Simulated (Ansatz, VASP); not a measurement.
Two plane-wave programs on Ti

```
Ti
1.0
     0.00000    2.05586    2.05586
     2.05586    0.00000    2.05586
     2.05586    2.05586    0.00000
Ti
1
Cartesian
  0.0000 0.0000 0.0000
```

Alike in both runs: functional PBE; k mesh 18 × 18 × 18; occupations gaussian, width 0.1 eV; no spin polarisation.

Ansatz relaxed the structure, and its values are those at the end. VASP's run is a single point on that final structure, the one shown.

|  | VASP | Ansatz |
| --- | --- | --- |
| version | VASP 6.6.1 | Ansatz 0.2.0 |
| potentials or method | VASP PAW PBE potentials, release 64 (Ti_sv), cutoff 520 eV | scalar-relativistic, plane waves, PAW |
| valence electrons in the cell | 12 | 12 |

Ansatz gave:

```
gap on the k mesh at the Fermi level (eV) : none
pressure (GPa)                            : 0.0
```

**Question.** Which values does VASP return?

**Answer.** gap on the k mesh at the Fermi level (eV): none; pressure (GPa): -0.3.

A gap of «none» marks a metal or a gap that the smearing closes.
